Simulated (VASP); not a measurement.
# SiO2 (Stishovite) (P4_2/mnm) in VASP: notebook, part 2 of 2

VASP 6.6.1. Earlier steps stand in the parts before.

## Step 4: Single point, PBE (strain +4.5%)

Contents of INCAR:

```
PREC     = Accurate       # precision mode
ENCUT    = 520            # plane-wave cutoff, eV
EDIFF    = 1E-6           # SCF threshold, eV
ISMEAR   = -1             # smearing method
SIGMA    = 0.02           # smearing width, eV
LREAL    = F              # projectors in reciprocal space
LASPH    = T              # aspherical terms in the spheres
NELM     = 60             # most SCF steps
ALGO     = Normal         # electronic algorithm
ISIF     = 2              # what is computed and relaxed
LWAVE    = F              # write WAVECAR
LCHARG   = T              # write CHGCAR
GGA      = PE             # functional
LELF     = T              # ELF
LVHAR    = T            
NBANDS   = 25             # bands
```

Contents of KPOINTS:

```
regular mesh
0
Gamma
  6 6 10
```

Contents of POSCAR:

```
SiO2
1.0
    4.3718489319      0.0000000000      0.0000000000
    0.0000000000      4.3718489319      0.0000000000
    0.0000000000      0.0000000000      2.7878698140
Si O
2 4
Direct
    0.0000000000      0.0000000000      0.0000000000
    0.5000000000      0.5000000000      0.5000000000
    0.3114926534      0.3114926534      0.0000000000
    0.1885073466      0.8114926534      0.5000000000
    0.6885073466      0.6885073466      0.0000000000
    0.8114926534      0.1885073466      0.5000000000
```

Launch:

```bash
cat potpaw_PBE.64/Si/POTCAR potpaw_PBE.64/O/POTCAR > POTCAR
mpirun -np 1 vasp_std > vasp.out
```

Run time: 2.3 min. Hardware: 1 thread of AMD EPYC 7R43 (Zen 3), shared host; peak memory 0.17 GiB.

The run converged. Its results:

| Item | Value |
| --- | --- |
| Free energy | -45.9434 eV |
| Pressure | -21.8 GPa |
| Largest force | 0.106 eV/Å |
| Band gap on the k mesh | 3.56 eV, direct |

Forces on the atoms (eV/Å):
```
Si   0.000  0.000  0.000
Si   0.000  0.000  0.000
O   -0.075 -0.075  0.000
O    0.075 -0.075  0.000
O    0.075  0.075  0.000
O   -0.075  0.075  0.000
```

Stress tensor (GPa, compression positive):
```
-17.71   0.00   0.00
  0.00 -17.71   0.00
  0.00   0.00 -29.98
```

Levels at points of the mesh, in eV from the valence-band top:
```
           k point  band 12  band 13  band 14  band 15  band 16  band 17  band 18  band 19  band 20  band 21
(0.00, 0.00, 0.00)    -2.82    -2.62    -0.73    -0.73     0.00     3.56     5.92     7.54     7.54    10.90
(0.50, 0.00, 0.00)    -3.16    -2.51    -2.51    -0.97    -0.97     5.99     5.99     8.12     8.12    10.02
(0.50, 0.50, 0.00)    -2.91    -2.14    -2.14    -1.81    -1.81     5.72     5.72     8.81     8.81    11.39
(0.00, 0.00, 0.50)    -3.89    -2.38    -2.38    -2.27    -2.27     7.51     7.51    10.72    10.72    11.56
(0.50, 0.00, 0.50)    -3.25    -1.96    -1.96    -1.41    -1.41     7.54     7.54     8.43     8.43    11.77
(0.50, 0.50, 0.50)    -3.80    -1.64    -1.64    -1.22    -1.22     6.03     6.03     9.67     9.67    11.46
```

Caveat: the cell differs from its parent crystal (strain +4.5%).

## Step 5: Single point, r2SCAN

Contents of POSCAR:

```
SiO2
1.0
    4.1851894810      0.0000000000      0.0000000000
    0.0000000000      4.1851894810      0.0000000000
    0.0000000000      0.0000000000      2.6688395692
Si O
2 4
Direct
    0.0000000000      0.0000000000      0.0000000000
    0.5000000000      0.5000000000      0.5000000000
    0.3061010393      0.3061010393      0.0000000000
    0.1938989607      0.8061010393      0.5000000000
    0.6938989607      0.6938989607      0.0000000000
    0.8061010393      0.1938989607      0.5000000000
```

Contents of INCAR.step1:

```
SYSTEM = SiO2
PREC = Accurate ; ENCUT = 520
ISMEAR = 0 ; SIGMA = 0.01
LREAL = .False. ; LASPH = .True.
NELM = 60 ; NBANDS = 25
GGA = PE ; ALGO = Normal
EDIFF = 1E-4 ; LWAVE = .True.
LCHARG = .False.
```

Contents of INCAR.step2:

```
SYSTEM = SiO2
PREC = Accurate ; ENCUT = 520
EDIFF = 1E-7 ; ISMEAR = 0
SIGMA = 0.01 ; LREAL = .False.
LASPH = .True. ; NELM = 60
ALGO = Normal ; ISIF = 2
LWAVE = .False. ; LCHARG = .False.
METAGGA = R2SCAN ; LMIXTAU = .True.
NBANDS = 25 ; ISTART = 1
```

Contents of KPOINTS:

```
Automatic mesh
0
Gamma
  6 6 10
  0 0 0
```

Launch:

```bash
cat potpaw_PBE.64/Si/POTCAR potpaw_PBE.64/O/POTCAR > POTCAR
cp INCAR.step1 INCAR
mpirun -np 1 vasp_std > vasp.out
cp INCAR.step2 INCAR
mpirun -np 1 vasp_std > vasp.out
```

Wall time 5 min (1 thread of AMD EPYC 7R43 (Zen 3), shared host); peak memory 0.15 GiB.

It converged, with:

* Free energy: -58.7856 eV
* Pressure: 0.4 GPa
* Largest force: 0.021 eV/Å
* Band gap on the k mesh: 6.51 eV, direct

Forces on the atoms (eV/Å):
```
Si   0.000  0.000  0.000
Si   0.000  0.000  0.000
O   -0.015 -0.015  0.000
O    0.015 -0.015  0.000
O    0.015  0.015  0.000
O   -0.015  0.015  0.000
```

Stress tensor (GPa, compression positive):
```
0.11 0.00 0.00
0.00 0.11 0.00
0.00 0.00 1.01
```

Levels at points of the mesh, in eV from the valence-band top:
```
           k point  band 14  band 15  band 16  band 17  band 18  band 19
(0.00, 0.00, 0.00)    -0.88    -0.88     0.00     6.51     7.64     9.47
(0.50, 0.00, 0.00)    -2.72    -1.08    -1.08     8.70     8.70    10.05
(0.50, 0.50, 0.00)    -2.68    -2.32    -2.32     8.39     8.39    11.05
(0.00, 0.00, 0.50)    -3.10    -2.71    -2.71    10.14    10.14    13.74
(0.50, 0.00, 0.50)    -2.31    -1.80    -1.80     9.81     9.81    10.88
(0.50, 0.50, 0.50)    -1.78    -1.60    -1.60     8.15     8.15    12.00
```

Caveat: the PAW data sets were made with another functional, which shifts forces and pressure a little.

## Step 6: Single point, r2SCAN (uniaxial z strain +1.9%)

Contents of POSCAR:

```
SiO2
1.0
    4.1851894810      0.0000000000      0.0000000000
    0.0000000000      4.1851894810      0.0000000000
    0.0000000000      0.0000000000      2.7190137531
Si O
2 4
Direct
    0.0000000000      0.0000000000      0.0000000000
    0.5000000000      0.5000000000      0.5000000000
    0.3060178159      0.3060178159      0.0000000000
    0.1939821841      0.8060178159      0.5000000000
    0.6939821841      0.6939821841      0.0000000000
    0.8060178159      0.1939821841      0.5000000000
```

Contents of INCAR.step1:

```
SYSTEM = SiO2
PREC = Accurate
ENCUT = 520
ISMEAR = 0
SIGMA = 0.01
LREAL = .FALSE.
LASPH = .TRUE.
NELM = 100
NBANDS = 25
GGA = PE
ALGO = Normal
EDIFF = 1E-4
LWAVE = .TRUE.
LCHARG = .FALSE.
```

Contents of INCAR.step2:

```
SYSTEM = SiO2
PREC = Accurate
ENCUT = 520
EDIFF = 1E-7
ISMEAR = 0
SIGMA = 0.01
LREAL = .FALSE.
LASPH = .TRUE.
NELM = 100
ALGO = Normal
ISIF = 2
LWAVE = .FALSE.
LCHARG = .FALSE.
METAGGA = R2SCAN
LMIXTAU = .TRUE.
NBANDS = 25
ISTART = 1
```

Contents of KPOINTS:

```
Automatic mesh
0
G
  6 6 10
  0 0 0
```

Potentials or basis: VASP PAW PBE potentials, release 64 (Si, O).

Launch:

```bash
cat potpaw_PBE.64/Si/POTCAR potpaw_PBE.64/O/POTCAR > POTCAR
cp INCAR.step1 INCAR
mpirun -np 1 vasp_std > vasp.out
cp INCAR.step2 INCAR
mpirun -np 1 vasp_std > vasp.out
```

It took 4.3 min on 1 thread of AMD EPYC 7R43 (Zen 3), shared host; peak memory 0.15 GiB.

The run converged. Its results:

- Free energy: -58.7551 eV
- Pressure: -6.5 GPa
- Largest force: 0.015 eV/Å
- Band gap on the k mesh: 6.09 eV, direct

Forces on the atoms (eV/Å):
```
Si   0.000  0.000  0.000
Si   0.000  0.000  0.000
O   -0.010 -0.010  0.000
O    0.010 -0.010  0.000
O    0.010  0.010  0.000
O   -0.010  0.010  0.000
```

Stress tensor (GPa, compression positive):
```
 -3.46   0.00   0.00
  0.00  -3.46   0.00
  0.00   0.00 -12.61
```

Levels at points of the mesh, in eV from the valence-band top:
```
           k point  band 14  band 15  band 16  band 17  band 18  band 19
(0.00, 0.00, 0.00)    -0.85    -0.85     0.00     6.09     7.27     9.04
(0.50, 0.00, 0.00)    -2.74    -1.04    -1.04     8.28     8.28     9.65
(0.50, 0.50, 0.00)    -2.69    -2.20    -2.20     7.99     7.99    10.66
(0.00, 0.00, 0.50)    -3.07    -2.63    -2.63     9.91     9.91    13.52
(0.50, 0.00, 0.50)    -2.22    -1.74    -1.74     9.63     9.63    10.83
(0.50, 0.50, 0.50)    -1.70    -1.55    -1.55     7.96     7.96    11.92
```

Caveat: the cell differs from its parent crystal (uniaxial z strain +1.9%); the PAW data sets were made with another functional, which shifts forces and pressure a little. A k mesh can miss the band edges.

## Step 7: Overview

| level | cell | smearing | gap on the mesh (eV) | pressure (GPa) | largest force (eV/Å) |
| --- | --- | --- | --- | --- | --- |
| PBE | a = 4.185, b = 4.185, c = 2.669 Å, 6 atoms | fermi-dirac 0.02 eV | 5.54 | 9.8 | 0.10 |
| PBE | a = 4.185, b = 4.185, c = 2.719 Å, 6 atoms | fermi-dirac 0.02 eV | 5.14 | 2.8 | 0.07 |
| PBE | a = 4.372, b = 4.372, c = 2.788 Å, 6 atoms | fermi-dirac 0.02 eV | 3.56 | -21.8 | 0.11 |
| r2SCAN | a = 4.185, b = 4.185, c = 2.669 Å, 6 atoms | gaussian 0.01 eV | 6.51 | 0.4 | 0.02 |
| r2SCAN | a = 4.185, b = 4.185, c = 2.719 Å, 6 atoms | gaussian 0.01 eV | 6.09 | -6.5 | 0.01 |

Alike in all rows: task single point; potentials or basis VASP PAW PBE potentials, release 64 (Si, O); no spin polarisation; k mesh 6 × 6 × 10; cutoff (eV) 520.

Caveats: the PAW data sets were made with another functional, which shifts forces and pressure a little (some runs).

Absolute energies hang on the potentials; compare differences alone.
